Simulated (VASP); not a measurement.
# GaGe2 (P4_2/nmc) in VASP: single point with PBE

Aim: the single point of GaGe2 with PBE.

All numbers are computed with VASP 6.6.1; they aren't measurements. Logs are shortened: lines on timing, memory, paths and dates and some standing lists are left out, and cuts for length are marked.

## Step 1: The cell of the first run

Symmetry: P4_2/nmc, No. 137, tetragonal system. The conventional cell has a = 4.530 Å, b = 4.530 Å, c = 6.276 Å, α = 90.00°, β = 90.00°, γ = 90.00°. Within 3.6 Å of Ga (site symmetry -4m2) lie 8 Ge at 2.73 to 2.78 Å. Within 3.6 Å of Ge (site symmetry 2mm) lie 4 Ga at 2.73 to 2.78 Å and 6 Ge at 3.14 to 3.20 Å.

## Step 2: Single point, PBE

INCAR

```
SYSTEM = GaGe2
PREC = Accurate
ENCUT = 520
EDIFF = 1E-6
ISMEAR = 0
SIGMA = 0.1
LREAL = .FALSE.
LASPH = .TRUE.
NELM = 60
ALGO = Normal
ISIF = 2
LWAVE = .FALSE.
LCHARG = .FALSE.
GGA = PE
NBANDS = 50
```

KPOINTS

```
regular mesh
0
G
  4 4 4
  0 0 0
```

POSCAR

```
GaGe2
1.0
    4.5298153067      0.0000000000      0.0000000000
    0.0000000000      4.5298153067      0.0000000000
    0.0000000000      0.0000000000      6.2764584435
Ga Ge
2 4
Direct
    0.0000000000      0.0000000000      0.0000000000
    0.5000000000      0.5000000000      0.5000000000
    0.0000000000      0.5000000000      0.2423486195
    0.0000000000      0.5000000000      0.7423486195
    0.5000000000      0.0000000000      0.2576513805
    0.5000000000      0.0000000000      0.7576513805
```

Potentials or basis: VASP PAW PBE potentials, release 64 (Ga_d, Ge_d).

Run with:

```
> cat potpaw_PBE.64/Ga_d/POTCAR potpaw_PBE.64/Ge_d/POTCAR > POTCAR
> mpirun -np 1 vasp_std > vasp.out
```

OUTCAR:

```text
SYSTEM = GaGe2
   PREC = Accurate
   ENCUT = 520
   EDIFF = 1E-6
   ISMEAR = 0
   LREAL = .FALSE.
   LASPH = .TRUE.
   NELM = 60
   ISIF = 2
   GGA = PE

 ion  position               nearest neighbor table
   1  0.000  0.000  0.000-   3 2.73   6 2.73   3 2.73   6 2.73   5 2.78   4 2.78   5 2.78   4 2.78

   2  0.500  0.500  0.500-   4 2.73   5 2.73   5 2.73   4 2.73   3 2.78   6 2.78   3 2.78   6 2.78

   3  0.000  0.500  0.242-   1 2.73   1 2.73   2 2.78   2 2.78
   4  0.000  0.500  0.742-   2 2.73   2 2.73   1 2.78   1 2.78
   5  0.500  0.000  0.258-   2 2.73   2 2.73   1 2.78   1 2.78
   6  0.500  0.000  0.758-   1 2.73   1 2.73   2 2.78   2 2.78

  LATTYP: Found a simple tetragonal cell.
 ALAT       =     4.5298153067
 C/A-ratio  =     1.3855881573

  Lattice vectors:

 A1 = (   4.5298153067,   0.0000000000,   0.0000000000)
 A2 = (   0.0000000000,   4.5298153067,   0.0000000000)
 A3 = (   0.0000000000,   0.0000000000,   6.2764584435)

Analysis of symmetry for initial positions (statically):
=====================================================================
 Subroutine PRICEL returns:
 Original cell was already a primitive cell.

 Routine SETGRP: Setting up the symmetry group for a
 simple tetragonal supercell.

 Subroutine GETGRP returns: Found 16 space group operations
 (whereof  8 operations were pure point group operations)
 out of a pool of 16 trial point group operations.

The static configuration has the point symmetry D_2d.
 The point group associated with its full space group is D_4h.

Analysis of symmetry for dynamics (positions and initial velocities):
=====================================================================
 Subroutine PRICEL returns:
 Original cell was already a primitive cell.

 Routine SETGRP: Setting up the symmetry group for a
 simple tetragonal supercell.

 Subroutine GETGRP returns: Found 16 space group operations
 (whereof  8 operations were pure point group operations)
 out of a pool of 16 trial point group operations.

The dynamic configuration has the point symmetry D_2d.
 The point group associated with its full space group is D_4h.

 Subroutine INISYM returns: Found 16 space group operations
 (whereof  8 operations are pure point group operations),
 and found     1 'primitive' translations

----------------------------------------------------------------------------------------

                                     Primitive cell

  volume of cell :     128.7881

  direct lattice vectors                    reciprocal lattice vectors
     4.529815307  0.000000000  0.000000000     0.220759552  0.000000000  0.000000000
     0.000000000  4.529815307  0.000000000     0.000000000  0.220759552  0.000000000
     0.000000000  0.000000000  6.276458444     0.000000000  0.000000000  0.159325519

  length of vectors
     4.529815307  4.529815307  6.276458444     0.220759552  0.220759552  0.159325519

  position of ions in fractional coordinates (direct lattice)
     0.000000000  0.000000000  0.000000000
     0.500000000  0.500000000  0.500000000
     0.000000000  0.500000000  0.242348619
     0.000000000  0.500000000  0.742348619
     0.500000000  0.000000000  0.257651381
     0.500000000  0.000000000  0.757651381

  ion indices of the primitive-cell ions
   primitive index   ion index
                 1           1
                 2           2
                 3           3
                 4           4
                 5           5
                 6           6

----------------------------------------------------------------------------------------

 KPOINTS: regular mesh

Automatic generation of k-mesh.
 Grid dimensions read from file:
 generate k-points for:    4    4    4

 Generating k-lattice:

  Cartesian coordinates                     Fractional coordinates (reciprocal lattice)
     0.055189888  0.000000000  0.000000000     0.250000000  0.000000000  0.000000000
     0.000000000  0.055189888  0.000000000     0.000000000  0.250000000  0.000000000
     0.000000000  0.000000000  0.039831380     0.000000000  0.000000000  0.250000000

  Length of vectors
     0.055189888  0.055189888  0.039831380

  Shift w.r.t. Gamma in fractional coordinates (k-lattice)
     0.000000000  0.000000000  0.000000000

 Subroutine IBZKPT returns following result:
 ===========================================

 Found     18 irreducible k-points:

 Following reciprocal coordinates:
            Coordinates               Weight
  0.000000  0.000000  0.000000      1.000000
  0.250000  0.000000  0.000000      4.000000
  0.500000  0.000000  0.000000      2.000000
  0.250000  0.250000  0.000000      4.000000
  0.500000  0.250000  0.000000      4.000000
  0.500000  0.500000  0.000000      1.000000
[... 10 lines left out ...]
  0.500000  0.250000  0.500000      4.000000
  0.500000  0.500000  0.500000      1.000000
   k-points           NKPTS =     18   k-points in BZ     NKDIM =     18   number of bands    NBANDS=     50
   number of dos      NEDOS =    301   number of ions     NIONS =      6
   total plane-waves  NPLWV =  62208
   dimension x,y,z NGX =    36 NGY =   36 NGZ =   48
   dimension x,y,z NGXF=    72 NGYF=   72 NGZF=   96
   ions per type =               2   4
   NGX,Y,Z   is equivalent  to a cutoff of  13.21, 13.21, 12.71 a.u.
   NGXF,Y,Z  is equivalent  to a cutoff of  26.42, 26.42, 25.43 a.u.
 SYSTEM =  GaGe2
   PREC   = accura    normal or accurate (medium, high low for compatibility)
   ISTART =      0    job   : 0-new  1-cont  2-samecut
   ICHARG =      2    charge: 1-file 2-atom 10-const
   ISPIN  =      1    spin polarized calculation?
   LNONCOLLINEAR =      F non collinear calculations
   LSORBIT =      F    spin-orbit coupling
   LASPH  =      T    aspherical Exc in radial PAW
   ENCUT  =  520.0 eV  38.22 Ry    6.18 a.u.   8.42  8.42 11.67*2*pi/ulx,y,z
   NELM   =     60;   NELMIN=  2; NELMDL= -5     # of ELM steps
   EDIFF  = 0.1E-05   stopping-criterion for ELM
   LREAL  =      F    real-space projection
   EDIFFG = 0.1E-04   stopping-criterion for IOM
   NSW    =      0    number of steps for IOM
   IBRION =     -1    ionic relax: 0-MD 1-quasi-New 2-CG
   NFREE  =      0    steps in history (QN), initial steepest desc. (CG)
   ISIF   =      2    stress and relaxation
   ISYM   =      2    0-nonsym 1-usesym 2-fastsym
   POTIM  = 0.5000    time-step for ionic-motion
   TEBEG  =    0.0;   TEEND  =   0.0 temperature during run
   PSTRESS=    0.0 pullay stress
   NELECT =      82.0000    total number of electrons
   NUPDOWN=      -1.0000    fix difference up-down
   EMIN   =  10.00;   EMAX   =-10.00  energy-range for DOS
   EFERMI =   0.00;   METHOD = LEGACY
   ISMEAR =     0;   SIGMA  =   0.10  broadening in eV -4-tet -1-fermi 0-gaus
   EFERMI_NEDOS =   21; number of points for ismear=-14 and -15
   IALGO  =     38    algorithm
   IMIX   =      4    mixing-type and parameters
     AMIX     =   0.40;   BMIX     =  1.00
     AMIX_MAG =   1.60;   BMIX_MAG =  1.00
  volume/ion in A,a.u.               =      21.46       144.85
  Fermi-wavevector in a.u.,A,eV,Ry     =   1.408383  2.661459 26.987752  1.983544
  Thomas-Fermi vector in A             =   2.530547
   LORBIT       =      0    0 simple, 1 ext, 2 COOP (PROOUT), +10 PAW based schemes
   GGA     = PE    functional components
   LHFCALC =     F    Hartree Fock is set to
   AEXX    =    0.0000 exact exchange contribution
   IVDW    =     0    specifies the selected vdW correction
   LEPSILON=     F    determine dielectric tensor
   LRPA    =     F    only Hartree local field effects (RPA)
 non-spin polarized calculation
 Gauss-broadening in eV      SIGMA  =   0.10
  energy-cutoff  :      520.00
  volume of cell :      128.79
 maximum number of plane-waves:      3491
 NGX is ok and might be reduce to    36
   NGX = 17   NGY = 17   NGZ = 23

 number of electron      81.9999951 magnetization

 Free energy of the ion-electron system (eV)
  ---------------------------------------------------
  ext. energy  EPLUGINS =         0.00000000
  ---------------------------------------------------
  free energy    TOTEN  =       -22.33290587 eV

  energy without entropy =      -22.31061132  energy(sigma->0) =      -22.32175859

 E-fermi :   5.1028     XC(G=0): -10.3706

 val. band max:        5.0715903194   @ k =   0.2500   0.0000   0.2500
 cond. band min:       5.1642614914   @ k =   0.2500   0.2500   0.5000
 fundamental gap:      0.0926711719
 Fermi energy:         5.1027529441

 k-point     1 :       0.0000    0.0000    0.0000
  band No.  band energies     occupation
      1     -19.6034      2.00000
      2     -19.6010      2.00000
      3     -19.5999      2.00000
      4     -19.5915      2.00000
      5     -19.5872      2.00000
      6     -19.5838      2.00000
[... 42 lines left out ...]
     49       9.6178      0.00000
     50       9.6178      0.00000

 k-point     2 :       0.2500    0.0000    0.0000
  band No.  band energies     occupation
      1     -19.5970      2.00000
      2     -19.5928      2.00000
      3     -19.5899      2.00000
      4     -19.5857      2.00000
      5     -19.5825      2.00000
      6     -19.5820      2.00000
[... 42 lines left out ...]
     49       9.2755      0.00000
     50      10.3615      0.00000

 k-point     3 :       0.5000    0.0000    0.0000
  band No.  band energies     occupation
      1     -19.5880      2.00000
      2     -19.5880      2.00000
      3     -19.5772      2.00000
      4     -19.5772      2.00000
      5     -19.5757      2.00000
      6     -19.5757      2.00000
[... 42 lines left out ...]
     49       9.3706      0.00000
     50       9.3706      0.00000

 k-point     4 :       0.2500    0.2500    0.0000
  band No.  band energies     occupation
      1     -19.6002      2.00000
      2     -19.5857      2.00000
      3     -19.5849      2.00000
      4     -19.5843      2.00000
      5     -19.5817      2.00000
      6     -19.5793      2.00000
[... 681 lines left out ...]
 k-point    17 :       0.5000    0.2500    0.5000
  band No.  band energies     occupation
      1     -19.5774      2.00000
      2     -19.5774      2.00000
      3     -19.5770      2.00000
      4     -19.5770      2.00000
      5     -19.5739      2.00000
      6     -19.5739      2.00000
[... 42 lines left out ...]
     49      10.0526      0.00000
     50      10.0526      0.00000

 k-point    18 :       0.5000    0.5000    0.5000
  band No.  band energies     occupation
      1     -19.5826      2.00000
      2     -19.5826      2.00000
      3     -19.5826      2.00000
      4     -19.5826      2.00000
      5     -19.5770      2.00000
      6     -19.5770      2.00000
[... 42 lines left out ...]
     49      10.2543      0.00000
     50      10.2543      0.00000

------------------------ aborting loop because EDIFF is reached ----------------------------------------

  FORCE on cell =-STRESS in cart. coord.  units (eV):
  Direction    XX          YY          ZZ          XY          YZ          ZX
  --------------------------------------------------------------------------------------
  -------------------------------------------------------------------------------------
  Total        0.2336017      0.2336017     -0.1268390      0.0000000     -0.0000000      0.0000000
  in kB        2.9061023      2.9061023     -1.5779300      0.0000000     -0.0000000      0.0000000
  external PRESSURE =       1.4114248 kB  Pullay stress =       0.0000000 kB

 VOLUME and BASIS-vectors are now :
 -----------------------------------------------------------------------------
  energy-cutoff  :      520.00
  volume of cell :      128.79
      direct lattice vectors                 reciprocal lattice vectors
     4.529815307  0.000000000  0.000000000     0.220759552  0.000000000  0.000000000
     0.000000000  4.529815307  0.000000000     0.000000000  0.220759552  0.000000000
     0.000000000  0.000000000  6.276458444     0.000000000  0.000000000  0.159325519

 POSITION                                       TOTAL-FORCE (eV/Angst)
 -----------------------------------------------------------------------------------
      0.00000      0.00000      0.00000         0.000000     -0.000000      0.000000
      2.26491      2.26491      3.13823         0.000000      0.000000      0.000000
      0.00000      2.26491      1.52109         0.000000      0.000000      0.020076
      0.00000      2.26491      4.65932         0.000000     -0.000000      0.020076
      2.26491      0.00000      1.61714         0.000000     -0.000000     -0.020076
      2.26491      0.00000      4.75537        -0.000000     -0.000000     -0.020076
 -----------------------------------------------------------------------------------
    total drift:                                0.000000      0.000000      0.000000

  FREE ENERGIE OF THE ION-ELECTRON SYSTEM (eV)
  ---------------------------------------------------
  free  energy   TOTEN  =       -22.3329058725 eV

  energy  without entropy=      -22.3106113171  energy(sigma->0) =      -22.32175859
```

Run time: 74 s. Hardware: 1 thread of Intel Xeon Platinum 8259CL at 2.50GHz (Skylake/Cascade Lake), shared host; peak memory 0.28 GiB.

What came out:

```
Free energy            : -22.3329 eV
Pressure               : 0.1 GPa
Largest force          : 0.020 eV/Å
Band gap on the k mesh : zero (band 41 reaches 6.39 eV, above the bottom of band 42 at 4.55 eV)
```

Forces on the atoms (eV/Å):
```
Ga   0.000  0.000  0.000
Ga   0.000  0.000  0.000
Ge   0.000  0.000  0.020
Ge   0.000  0.000  0.020
Ge   0.000  0.000 -0.020
Ge   0.000  0.000 -0.020
```

Stress tensor (GPa, compression positive):
```
 0.29  0.00  0.00
 0.00  0.29  0.00
 0.00  0.00 -0.16
```

Levels at points of the mesh, in eV from the Fermi level:
```csv
k point,band 39,band 40,band 41,band 42,band 43,band 44
"(0.00, 0.00, 0.00)",-0.86,-0.86,-0.43,-0.06,0.35,0.35
"(0.50, 0.00, 0.00)",-1.96,-1.96,0.08,0.08,0.89,0.89
"(0.50, 0.50, 0.00)",-3.67,-3.67,-0.26,-0.26,4.30,4.30
"(0.00, 0.00, 0.50)",-2.87,-2.87,0.73,0.73,2.10,2.10
"(0.50, 0.00, 0.50)",-1.66,-1.66,-0.10,-0.10,-0.08,-0.08
"(0.50, 0.50, 0.50)",-0.23,-0.23,-0.23,-0.23,2.23,2.23
```
